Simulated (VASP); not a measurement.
# Li2Sc (I4/mmm) in VASP: notebook

Li2Sc is run at these levels: PBE; tasks: single point.

Everything below comes from runs of VASP 6.6.1. Logs are shortened: lines on timing, memory, paths and dates and some standing lists are left out, and cuts for length are marked.

## (1) The cell of the first run

Symmetry: I4/mmm, No. 139, tetragonal system. The conventional cell has a = 3.064 Å, b = 3.064 Å, c = 13.871 Å, α = 90.00°, β = 90.00°, γ = 90.00°. Li (site symmetry 4mm) has 8 Li at 3.05 to 3.06 Å and 4 Sc at 3.23 Å within 4.0 Å. Within 4.0 Å of Sc (site symmetry 4/mmm) lie 4 Sc at 3.06 Å and 8 Li at 3.23 Å.

## (2) Single point, PBE

INCAR

```
  PREC = Accurate
  ENCUT = 520
  EDIFF = 1E-6
  ISMEAR = -1
  SIGMA = 0.15
  LREAL = False
  LASPH = True
  NELM = 100
  ALGO = Normal
  ISIF = 2
  LWAVE = False
  LCHARG = False
  GGA = PE
  NBANDS = 16
```

KPOINTS

```
Automatic mesh
0
Gamma
  18 18 18
```

POSCAR

```
Li2Sc
1.0
   -1.5319153368      1.5319153368      6.9355305857
    1.5319153368     -1.5319153368      6.9355305857
    1.5319153368      1.5319153368     -6.9355305857
Li Sc
2 1
Direct
    0.6726599447      0.6726599447      0.0000000000
    0.3273400553      0.3273400553      0.0000000000
    0.0000000000      0.0000000000      0.0000000000
```

Potentials or basis: VASP PAW PBE potentials, release 64 (Li_sv, Sc_sv).

On the command line:

```bash
cat potpaw_PBE.64/Li_sv/POTCAR potpaw_PBE.64/Sc_sv/POTCAR > POTCAR
mpirun -np 1 vasp_std > vasp.out
```

OUTCAR:

```text
PREC = Accurate
   ENCUT = 520
   EDIFF = 1E-6
   ISMEAR = -1
   LREAL = False
   LASPH = True
   NELM = 100
   ISIF = 2
   GGA = PE

 ion  position               nearest neighbor table
   1  0.673  0.673  0.000-
   2  0.327  0.327  0.000-
   3  0.000  0.000  0.000-

  LATTYP: Found a body centered tetragonal cell.
 ALAT       =     3.0638306736
 C/A-ratio  =     4.5273589337

  Lattice vectors:

 A1 = (  -1.5319153368,   1.5319153368,   6.9355305857)
 A2 = (   1.5319153368,  -1.5319153368,   6.9355305857)
 A3 = (   1.5319153368,   1.5319153368,  -6.9355305857)

Analysis of symmetry for initial positions (statically):
=====================================================================
 Subroutine PRICEL returns:
 Original cell was already a primitive cell.

 Routine SETGRP: Setting up the symmetry group for a
 body centered tetragonal supercell.

 Subroutine GETGRP returns: Found 16 space group operations
 (whereof 16 operations were pure point group operations)
 out of a pool of 16 trial point group operations.

The static configuration has the point symmetry D_4h.

Analysis of symmetry for dynamics (positions and initial velocities):
=====================================================================
 Subroutine PRICEL returns:
 Original cell was already a primitive cell.

 Routine SETGRP: Setting up the symmetry group for a
 body centered tetragonal supercell.

 Subroutine GETGRP returns: Found 16 space group operations
 (whereof 16 operations were pure point group operations)
 out of a pool of 16 trial point group operations.

The dynamic configuration has the point symmetry D_4h.

 Subroutine INISYM returns: Found 16 space group operations
 (whereof 16 operations are pure point group operations),
 and found     1 'primitive' translations

----------------------------------------------------------------------------------------

                                     Primitive cell

  volume of cell :      65.1042

  direct lattice vectors                    reciprocal lattice vectors
    -1.531915337  1.531915337  6.935530586     0.000000000  0.326388794  0.072092538
     1.531915337 -1.531915337  6.935530586     0.326388794  0.000000000  0.072092538
     1.531915337  1.531915337 -6.935530586     0.326388794  0.326388794  0.000000000

  length of vectors
     7.266024615  7.266024615  7.266024615     0.334255859  0.334255859  0.461583460

  position of ions in fractional coordinates (direct lattice)
     0.672659945  0.672659945  0.000000000
     0.327340055  0.327340055  0.000000000
     0.000000000  0.000000000  0.000000000

  ion indices of the primitive-cell ions
   primitive index   ion index
                 1           1
                 2           2
                 3           3

----------------------------------------------------------------------------------------

 KPOINTS: Automatic mesh

Automatic generation of k-mesh.
 Grid dimensions read from file:
 generate k-points for:   18   18   18

 Generating k-lattice:

  Cartesian coordinates                     Fractional coordinates (reciprocal lattice)
     0.000000000  0.018132711  0.004005141     0.055555556  0.000000000 -0.000000000
     0.018132711  0.000000000  0.004005141     0.000000000  0.055555556 -0.000000000
     0.018132711  0.018132711  0.000000000     0.000000000  0.000000000  0.055555556

  Length of vectors
     0.018569770  0.018569770  0.025643526

  Shift w.r.t. Gamma in fractional coordinates (k-lattice)
     0.000000000  0.000000000  0.000000000

 Subroutine IBZKPT returns following result:
 ===========================================

 Found    480 irreducible k-points:

 Following reciprocal coordinates:
            Coordinates               Weight
  0.000000  0.000000  0.000000      1.000000
  0.055556  0.000000 -0.000000      8.000000
  0.111111  0.000000 -0.000000      8.000000
  0.166667  0.000000 -0.000000      8.000000
  0.222222  0.000000  0.000000      8.000000
  0.277778  0.000000 -0.000000      8.000000
[... 16 lines left out ...]
 -0.277778  0.055556  0.000000     16.000000
 -0.222222  0.055556  0.000000     16.000000
 [... further k-points ...]
   k-points           NKPTS =    480   k-points in BZ     NKDIM =    480   number of bands    NBANDS=     16
   number of dos      NEDOS =    301   number of ions     NIONS =      3
   total plane-waves  NPLWV = 157464
   dimension x,y,z NGX =    54 NGY =   54 NGZ =   54
   dimension x,y,z NGXF=   108 NGYF=  108 NGZF=  108
   ions per type =               2   1
   NGX,Y,Z   is equivalent  to a cutoff of  12.36, 12.36, 12.36 a.u.
   NGXF,Y,Z  is equivalent  to a cutoff of  24.71, 24.71, 24.71 a.u.
 SYSTEM =  unknown system
   PREC   = accura    normal or accurate (medium, high low for compatibility)
   ISTART =      0    job   : 0-new  1-cont  2-samecut
   ICHARG =      2    charge: 1-file 2-atom 10-const
   ISPIN  =      1    spin polarized calculation?
   LNONCOLLINEAR =      F non collinear calculations
   LSORBIT =      F    spin-orbit coupling
   LASPH  =      T    aspherical Exc in radial PAW
   ENCUT  =  520.0 eV  38.22 Ry    6.18 a.u.  13.51 13.51 13.51*2*pi/ulx,y,z
   NELM   =    100;   NELMIN=  2; NELMDL= -5     # of ELM steps
   EDIFF  = 0.1E-05   stopping-criterion for ELM
   LREAL  =      F    real-space projection
   EDIFFG = 0.1E-04   stopping-criterion for IOM
   NSW    =      0    number of steps for IOM
   IBRION =     -1    ionic relax: 0-MD 1-quasi-New 2-CG
   NFREE  =      0    steps in history (QN), initial steepest desc. (CG)
   ISIF   =      2    stress and relaxation
   ISYM   =      2    0-nonsym 1-usesym 2-fastsym
   POTIM  = 0.5000    time-step for ionic-motion
   TEBEG  =    0.0;   TEEND  =   0.0 temperature during run
   PSTRESS=    0.0 pullay stress
   NELECT =      17.0000    total number of electrons
   NUPDOWN=      -1.0000    fix difference up-down
   EMIN   =  10.00;   EMAX   =-10.00  energy-range for DOS
   EFERMI =   0.00;   METHOD = LEGACY
   ISMEAR =    -1;   SIGMA  =   0.15  broadening in eV -4-tet -1-fermi 0-gaus
   EFERMI_NEDOS =   21; number of points for ismear=-14 and -15
   IALGO  =     38    algorithm
   IMIX   =      4    mixing-type and parameters
     AMIX     =   0.40;   BMIX     =  1.00
     AMIX_MAG =   1.60;   BMIX_MAG =  1.00
  volume/ion in A,a.u.               =      21.70       146.45
  Fermi-wavevector in a.u.,A,eV,Ry     =   1.046377  1.977365 14.897077  1.094904
  Thomas-Fermi vector in A             =   2.181212
   LORBIT       =      0    0 simple, 1 ext, 2 COOP (PROOUT), +10 PAW based schemes
   GGA     = PE    functional components
   LHFCALC =     F    Hartree Fock is set to
   AEXX    =    0.0000 exact exchange contribution
   IVDW    =     0    specifies the selected vdW correction
   LEPSILON=     F    determine dielectric tensor
   LRPA    =     F    only Hartree local field effects (RPA)
 non-spin polarized calculation
  energy-cutoff  :      520.00
  volume of cell :       65.10
 maximum number of plane-waves:      1776
   NGX = 27   NGY = 27   NGZ = 27

 number of electron      16.9999999 magnetization

 Free energy of the ion-electron system (eV)
  ---------------------------------------------------
  ext. energy  EPLUGINS =         0.00000000
  ---------------------------------------------------
  free energy    TOTEN  =        -9.69178949 eV

  energy without entropy =       -9.44120611  energy(sigma->0) =       -9.56649780

 E-fermi :   1.7848     XC(G=0):  -8.1422

 val. band max:        1.7846488813   @ k =   0.3889   0.3333   0.0556
 cond. band min:       1.7882989912   @ k =  -0.2778   0.2778   0.2222
 fundamental gap:      0.0036501099
 Fermi energy:         1.7847914488

 k-point     1 :       0.0000    0.0000    0.0000
  band No.  band energies     occupation
      1     -48.0336      2.00000
      2     -44.3553      2.00000
      3     -44.3426      2.00000
      4     -26.6754      2.00000
      5     -26.4581      2.00000
      6     -26.4581      2.00000
[... 8 lines left out ...]
     15       9.6019      0.00000
     16      11.0362      0.00000

 k-point     2 :       0.0556    0.0000   -0.0000
  band No.  band energies     occupation
      1     -48.0323      2.00000
      2     -44.3551      2.00000
      3     -44.3426      2.00000
      4     -26.6741      2.00000
      5     -26.4697      2.00000
      6     -26.4572      2.00000
[... 8 lines left out ...]
     15       9.5596      0.00000
     16      10.7678      0.00000

 k-point     3 :       0.1111    0.0000   -0.0000
  band No.  band energies     occupation
      1     -48.0287      2.00000
      2     -44.3542      2.00000
      3     -44.3423      2.00000
      4     -26.6704      2.00000
      5     -26.5027      2.00000
      6     -26.4544      2.00000
[... 8 lines left out ...]
     15       9.2212      0.00000
     16      10.1614      0.00000

 k-point     4 :       0.1667    0.0000   -0.0000
  band No.  band energies     occupation
      1     -48.0231      2.00000
      2     -44.3530      2.00000
      3     -44.3420      2.00000
      4     -26.6648      2.00000
      5     -26.5531      2.00000
      6     -26.4501      2.00000
[... 8 lines left out ...]
     15       8.4379      0.00000
     16       9.9226      0.00000
[... 324 lines left out ...]
 k-point    22 :      -0.3333    0.0556    0.0000
  band No.  band energies     occupation
      1     -48.0009      2.00000
      2     -44.3474      2.00000
      3     -44.3411      2.00000
      4     -26.7375      2.00000
      5     -26.6423      2.00000
      6     -26.4449      2.00000
[... 8 lines left out ...]
     15       6.5170      0.00000
     16       7.6079      0.00000

 k-point    23 :      -0.2778    0.0556    0.0000
  band No.  band energies     occupation
      1     -48.0078      2.00000
      2     -44.3493      2.00000
      3     -44.3412      2.00000
      4     -26.6775      2.00000
      5     -26.6492      2.00000
      6     -26.4503      2.00000
[... 8 lines left out ...]
     15       6.9823      0.00000
     16       8.1957      0.00000

 k-point    24 :      -0.2222    0.0556    0.0000
  band No.  band energies     occupation
      1     -48.0151      2.00000
      2     -44.3511      2.00000
      3     -44.3415      2.00000
      4     -26.6566      2.00000
      5     -26.6131      2.00000
      6     -26.4560      2.00000
[... 8 lines left out ...]
     15       7.6615      0.00000
     16       8.9809      0.00000

 [... further k-points ...]

------------------------ aborting loop because EDIFF is reached ----------------------------------------

  FORCE on cell =-STRESS in cart. coord.  units (eV):
  Direction    XX          YY          ZZ          XY          YZ          ZX
  --------------------------------------------------------------------------------------
  -------------------------------------------------------------------------------------
  Total       -0.0111200     -0.0111200     -0.0102636      0.0000000     -0.0000000      0.0000000
  in kB       -0.2736572     -0.2736572     -0.2525812      0.0000000     -0.0000000      0.0000000
  external PRESSURE =      -0.2666318 kB  Pullay stress =       0.0000000 kB

 VOLUME and BASIS-vectors are now :
 -----------------------------------------------------------------------------
  energy-cutoff  :      520.00
  volume of cell :       65.10
      direct lattice vectors                 reciprocal lattice vectors
    -1.531915337  1.531915337  6.935530586     0.000000000  0.326388794  0.072092538
     1.531915337 -1.531915337  6.935530586     0.326388794  0.000000000  0.072092538
     1.531915337  1.531915337 -6.935530586     0.326388794  0.326388794  0.000000000

 POSITION                                       TOTAL-FORCE (eV/Angst)
 -----------------------------------------------------------------------------------
      0.00000      0.00000      9.33051         0.000000      0.000000     -0.000928
      0.00000      0.00000      4.54055        -0.000000     -0.000000      0.000928
      0.00000      0.00000      0.00000        -0.000000     -0.000000      0.000000
 -----------------------------------------------------------------------------------
    total drift:                                0.000000      0.000000     -0.000000

  FREE ENERGIE OF THE ION-ELECTRON SYSTEM (eV)
  ---------------------------------------------------
  free  energy   TOTEN  =        -9.6917894852 eV

  energy  without entropy=       -9.4412061096  energy(sigma->0) =       -9.56649780
```

Run time: 16 min. Hardware: 1 thread of AMD EPYC 9R45 (Zen 5), shared host; peak memory 0.7 GiB.

Results:

* Free energy: -9.6918 eV
* Band gap on the k mesh: zero (an odd number of electrons rules out a gap without spin polarisation)

Caveat: the cutoff is under 1.25 times the usual one of these potentials, so pressure, stress and relaxed cells hold a basis-set (Pulay) error.

## (3) Single point, PBE

INCAR

```
ALGO = Normal ; EDIFF = 1E-6
ENCUT = 520 ; GGA = PE
ISIF = 2 ; ISMEAR = -1
LASPH = True ; LCHARG = True
LELF = True ; LREAL = False
LVHAR = True ; LWAVE = False
NBANDS = 16 ; NELM = 100
PREC = Accurate ; SIGMA = 0.15
```

KPOINTS

```
k-points
0
Gamma
  18 18 18
```

POSCAR is that of step 2.

Potentials or basis: VASP PAW PBE potentials, release 64 (Li_sv, Sc_sv).

On the command line:

```bash
cat potpaw_PBE.64/Li_sv/POTCAR potpaw_PBE.64/Sc_sv/POTCAR > POTCAR
mpirun -np 1 vasp_std > vasp.out
```

Run time: 16 min. Hardware: 1 thread of AMD EPYC 9R45 (Zen 5), shared host; peak memory 0.7 GiB.

It converged, with:

- Free energy: -9.6918 eV
- Band gap on the k mesh: zero (an odd number of electrons rules out a gap without spin polarisation)

Levels at points of the mesh, in eV from the Fermi level:
```tsv
k point	band 6	band 7	band 8	band 9	band 10	band 11	band 12	band 13
(0.00, 0.00, 0.00)	-28.24	-4.33	-1.89	-1.18	-0.10	1.21	2.63	2.63
(0.50, 0.00, 0.00)	-28.21	-1.34	-0.61	-0.28	0.11	0.35	2.17	2.72
(0.50, 0.50, 0.00)	-28.38	-1.19	0.23	0.45	1.86	1.91	3.21	3.47
(0.50, 0.50, 0.50)	-28.24	-4.09	-2.90	-0.11	0.00	1.10	2.64	2.64
```

Caveat: the cutoff is under 1.25 times the usual one of these potentials, so pressure, stress and relaxed cells hold a basis-set (Pulay) error.
